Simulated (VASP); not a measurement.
# ZnS (F-43m) in VASP: notebook

Runs on ZnS. Level: PBE. Tasks: single point.

All numbers are computed with VASP 6.6.1; they aren't measurements. Logs are shortened: lines on timing, memory, paths and dates and some standing lists are left out, and cuts for length are marked.

## 1. The cell of the first run

It takes space group F-43m (No. 216, cubic). The conventional cell has a = 5.444 Å, b = 5.444 Å, c = 5.444 Å, α = 90.00°, β = 90.00°, γ = 90.00°. Zn (site symmetry -43m) has 4 S at 2.36 Å within 3.1 Å. S (site symmetry -43m) has 4 Zn at 2.36 Å within 3.1 Å.

## 2. Single point, PBE

INCAR reads:

```
  PREC = Accurate
  ENCUT = 500
  EDIFF = 1E-6
  ISMEAR = 0
  SIGMA = 0.05
  LREAL = F
  LASPH = T
  NELM = 120
  ALGO = Normal
  ISIF = 2
  LWAVE = F
  LCHARG = T
  GGA = PE
  LELF = T
  LVHAR = T
  NBANDS = 16
  GGA_COMPAT = F
```

KPOINTS reads:

```
Automatic mesh
0
Gamma
  6 6 6
```

POSCAR reads:

```
ZnS
1.0
    0.0000000000      2.7219755139      2.7219755139
    2.7219755139      0.0000000000      2.7219755139
    2.7219755139      2.7219755139      0.0000000000
Zn S
1 1
Direct
    0.0000000000      0.0000000000      0.0000000000
    0.2500000000      0.2500000000      0.2500000000
```

Potentials or basis: VASP PAW PBE potentials, release 64 (Zn, S).

On the command line:

```console
$ cat potpaw_PBE.64/Zn/POTCAR potpaw_PBE.64/S/POTCAR > POTCAR
$ mpirun -np 1 vasp_std > vasp.out
```

OUTCAR:

```text
PREC = Accurate
   ENCUT = 500
   EDIFF = 1E-6
   ISMEAR = 0
   LREAL = F
   LASPH = T
   NELM = 120
   ISIF = 2
   GGA = PE

 ion  position               nearest neighbor table
   1  0.000  0.000  0.000-   2 2.36   2 2.36   2 2.36   2 2.36
   2  0.250  0.250  0.250-   1 2.36   1 2.36   1 2.36   1 2.36

  LATTYP: Found a face centered cubic cell.
 ALAT       =     5.4439510278

  Lattice vectors:

 A1 = (   0.0000000000,   2.7219755139,   2.7219755139)
 A2 = (   2.7219755139,   0.0000000000,   2.7219755139)
 A3 = (   2.7219755139,   2.7219755139,   0.0000000000)

Analysis of symmetry for initial positions (statically):
=====================================================================
 Subroutine PRICEL returns:
 Original cell was already a primitive cell.

 Routine SETGRP: Setting up the symmetry group for a
 face centered cubic supercell.

 Subroutine GETGRP returns: Found 24 space group operations
 (whereof 24 operations were pure point group operations)
 out of a pool of 48 trial point group operations.

The static configuration has the point symmetry T_d .

Analysis of symmetry for dynamics (positions and initial velocities):
=====================================================================
 Subroutine PRICEL returns:
 Original cell was already a primitive cell.

 Routine SETGRP: Setting up the symmetry group for a
 face centered cubic supercell.

 Subroutine GETGRP returns: Found 24 space group operations
 (whereof 24 operations were pure point group operations)
 out of a pool of 48 trial point group operations.

The dynamic configuration has the point symmetry T_d .

 Subroutine INISYM returns: Found 24 space group operations
 (whereof 24 operations are pure point group operations),
 and found     1 'primitive' translations

----------------------------------------------------------------------------------------

                                     Primitive cell

  volume of cell :      40.3351

  direct lattice vectors                    reciprocal lattice vectors
     0.000000000  2.721975514  2.721975514    -0.183690117  0.183690117  0.183690117
     2.721975514  0.000000000  2.721975514     0.183690117 -0.183690117  0.183690117
     2.721975514  2.721975514  0.000000000     0.183690117  0.183690117 -0.183690117

  length of vectors
     3.849454688  3.849454688  3.849454688     0.318160615  0.318160615  0.318160615

[... 69 lines left out ...]
   ENCUT  =  500.0 eV  36.75 Ry    6.06 a.u.   7.02  7.02  7.02*2*pi/ulx,y,z
   NELM   =    120;   NELMIN=  2; NELMDL= -5     # of ELM steps
   EDIFF  = 0.1E-05   stopping-criterion for ELM
   LREAL  =      F    real-space projection
   EDIFFG = 0.1E-04   stopping-criterion for IOM
   NSW    =      0    number of steps for IOM
   IBRION =     -1    ionic relax: 0-MD 1-quasi-New 2-CG
   NFREE  =      0    steps in history (QN), initial steepest desc. (CG)
   ISIF   =      2    stress and relaxation
   ISYM   =      2    0-nonsym 1-usesym 2-fastsym
   POTIM  = 0.5000    time-step for ionic-motion
   TEBEG  =    0.0;   TEEND  =   0.0 temperature during run
   PSTRESS=    0.0 pullay stress
   NELECT =      18.0000    total number of electrons
   NUPDOWN=      -1.0000    fix difference up-down
   EMIN   =  10.00;   EMAX   =-10.00  energy-range for DOS
   EFERMI =   0.00;   METHOD = LEGACY
   ISMEAR =     0;   SIGMA  =   0.05  broadening in eV -4-tet -1-fermi 0-gaus
   EFERMI_NEDOS =   21; number of points for ismear=-14 and -15
   IALGO  =     38    algorithm
   IMIX   =      4    mixing-type and parameters
     AMIX     =   0.40;   BMIX     =  1.00
     AMIX_MAG =   1.60;   BMIX_MAG =  1.00
  volume/ion in A,a.u.               =      20.17       136.10
  Fermi-wavevector in a.u.,A,eV,Ry     =   1.251041  2.364124 21.294518  1.565103
  Thomas-Fermi vector in A             =   2.385007
   LORBIT       =      0    0 simple, 1 ext, 2 COOP (PROOUT), +10 PAW based schemes
   GGA     = PE    functional components
   LHFCALC =     F    Hartree Fock is set to
   AEXX    =    0.0000 exact exchange contribution
   IVDW    =     0    specifies the selected vdW correction
   LEPSILON=     F    determine dielectric tensor
   LRPA    =     F    only Hartree local field effects (RPA)
 non-spin polarized calculation
 Gauss-broadening in eV      SIGMA  =   0.05
  energy-cutoff  :      500.00
  volume of cell :       40.34
 maximum number of plane-waves:      1034
   NGX = 13   NGY = 13   NGZ = 13

 number of electron      17.9999988 magnetization

 Free energy of the ion-electron system (eV)
  ---------------------------------------------------
  ext. energy  EPLUGINS =         0.00000000
  ---------------------------------------------------
  free energy    TOTEN  =        -6.84932797 eV

  energy without entropy =       -6.84932797  energy(sigma->0) =       -6.84932797

 E-fermi :   2.1515     XC(G=0):  -9.5257

 val. band max:        1.9061554759   @ k =   0.0000   0.0000   0.0000
 cond. band min:       3.9226047960   @ k =   0.0000   0.0000   0.0000
 fundamental gap:      2.0164493201
 Fermi energy:         2.1515113678

 k-point     1 :       0.0000    0.0000    0.0000
  band No.  band energies     occupation
      1     -11.0826      2.00000
      2      -4.3502      2.00000
      3      -4.3502      2.00000
      4      -4.3502      2.00000
      5      -3.8782      2.00000
      6      -3.8782      2.00000
[... 281 lines left out ...]
      3      -4.0716      2.00000
      4      -3.9856      2.00000
      5      -3.8557      2.00000
      6      -3.5416      2.00000
[... 8 lines left out ...]
     15      15.7355      0.00000
     16      16.6439      0.00000

------------------------ aborting loop because EDIFF is reached ----------------------------------------

  FORCE on cell =-STRESS in cart. coord.  units (eV):
  Direction    XX          YY          ZZ          XY          YZ          ZX
  --------------------------------------------------------------------------------------
  -------------------------------------------------------------------------------------
  Total        0.0350145      0.0350145      0.0350145     -0.0000000      0.0000000      0.0000000
  in kB        1.3908378      1.3908378      1.3908378     -0.0000000      0.0000000      0.0000000
  external PRESSURE =       1.3908378 kB  Pullay stress =       0.0000000 kB

 VOLUME and BASIS-vectors are now :
 -----------------------------------------------------------------------------
  energy-cutoff  :      500.00
  volume of cell :       40.34
      direct lattice vectors                 reciprocal lattice vectors
     0.000000000  2.721975514  2.721975514    -0.183690117  0.183690117  0.183690117
     2.721975514  0.000000000  2.721975514     0.183690117 -0.183690117  0.183690117
     2.721975514  2.721975514  0.000000000     0.183690117  0.183690117 -0.183690117

 POSITION                                       TOTAL-FORCE (eV/Angst)
 -----------------------------------------------------------------------------------
      0.00000      0.00000      0.00000        -0.000000     -0.000000     -0.000000
      1.36099      1.36099      1.36099         0.000000      0.000000      0.000000
 -----------------------------------------------------------------------------------
    total drift:                                0.000000      0.000000      0.000000

  FREE ENERGIE OF THE ION-ELECTRON SYSTEM (eV)
  ---------------------------------------------------
  free  energy   TOTEN  =        -6.8493279687 eV

  energy  without entropy=       -6.8493279687  energy(sigma->0) =       -6.84932797
```

OSZICAR:

```text
N       E                     dE             d eps       ncg     rms          rms(c)
DAV:   1     0.912755357973E+02    0.91276E+02   -0.87102E+03   512   0.127E+03
DAV:   2    -0.149203949365E+01   -0.92768E+02   -0.86880E+02   600   0.259E+02
DAV:   3    -0.721231413912E+01   -0.57203E+01   -0.56961E+01   592   0.634E+01
DAV:   4    -0.727691835515E+01   -0.64604E-01   -0.64587E-01   648   0.718E+00
DAV:   5    -0.727769829229E+01   -0.77994E-03   -0.77992E-03   624   0.730E-01    0.660E+00
DAV:   6    -0.686930638617E+01    0.40839E+00   -0.73682E-01   768   0.295E+01    0.517E+00
DAV:   7    -0.684955674388E+01    0.19750E-01   -0.24249E-01   584   0.438E+00    0.264E+00
DAV:   8    -0.684888234737E+01    0.67440E-03   -0.49483E-03   656   0.793E-01    0.687E-01
DAV:   9    -0.684915846230E+01   -0.27611E-03   -0.12187E-03   608   0.280E-01    0.102E-01
DAV:  10    -0.684933555923E+01   -0.17710E-03   -0.23403E-04   624   0.144E-01    0.552E-02
DAV:  11    -0.684932708982E+01    0.84694E-05   -0.37366E-05   600   0.902E-02    0.760E-03
DAV:  12    -0.684932796868E+01   -0.87885E-06   -0.43782E-06   672   0.217E-02
   1 F= -.68493280E+01 E0= -.68493280E+01  d E =-.136561E-13
```

stdout:

```text
POSCAR found type information on POSCAR ZnS
 POSCAR found :  2 types and       2 ions
 scaLAPACK will be used
 LDA part: xc-table for (Slater+PW92), standard interpolation
 POSCAR, INCAR and KPOINTS ok, starting setup
 FFT: planning ... GRIDC
 FFT: planning ... GRID_SOFT
 FFT: planning ... GRID
 WAVECAR not read
 entering main loop
```

Run time: 7.4 s. Hardware: 1 thread of Intel Xeon 6975P-C (Granite Rapids), shared host; peak memory 0.15 GiB.

Results:

| Quantity | Value |
| --- | --- |
| Free energy | -6.8493 eV |
| Pressure | 0.1 GPa |
| Band gap on the k mesh | 2.02 eV, direct |

## 3. Single point, PBE (volume scaled by 1.000 of the coarse rest volume)

INCAR reads:

```
PREC = Accurate
ENCUT = 500
EDIFF = 1E-6
ISMEAR = 0
SIGMA = 0.02
LREAL = F
LASPH = T
NELM = 120
ALGO = Normal
ISIF = 2
LWAVE = F
LCHARG = T
GGA = PE
LELF = T
LVHAR = T
NBANDS = 16
GGA_COMPAT = F
```

KPOINTS reads:

```
regular mesh
0
Gamma
  6 6 6
```

POSCAR reads:

```
ZnS
1.0
    0.0000000000      2.7220000000      2.7220000000
    2.7220000000      0.0000000000      2.7220000000
    2.7220000000      2.7220000000      0.0000000000
Zn S
1 1
Direct
    0.0000000000      0.0000000000      0.0000000000
    0.2500000000      0.2500000000      0.2500000000
```

Potentials or basis: VASP PAW PBE potentials, release 64 (Zn, S).

On the command line:

```console
$ cat potpaw_PBE.64/Zn/POTCAR potpaw_PBE.64/S/POTCAR > POTCAR
$ mpirun -np 1 vasp_std > vasp.out
```

It took 8.5 s on 1 thread of Intel Xeon 6975P-C (Granite Rapids), shared host; peak memory 0.15 GiB.

It converged, with:

```yaml
Free_energy: -6.8493 eV
Pressure: 0.1 GPa
Band_gap_on_the_k_mesh: 2.02 eV, direct
```

Levels at points of the mesh, in eV from the valence-band top:
| k point | band 6 | band 7 | band 8 | band 9 | band 10 | band 11 | band 12 | band 13 |
| --- | --- | --- | --- | --- | --- | --- | --- | --- |
| (0.00, 0.00, 0.00) | -5.78 | 0.00 | 0.00 | 0.00 | 2.02 | 6.41 | 6.41 | 6.41 |
| (0.50, 0.00, 0.00) | -5.59 | -5.15 | -0.83 | -0.83 | 3.26 | 6.94 | 6.94 | 8.79 |
| (0.50, 0.50, 0.00) | -5.58 | -4.47 | -2.14 | -2.14 | 3.45 | 4.07 | 10.82 | 11.82 |
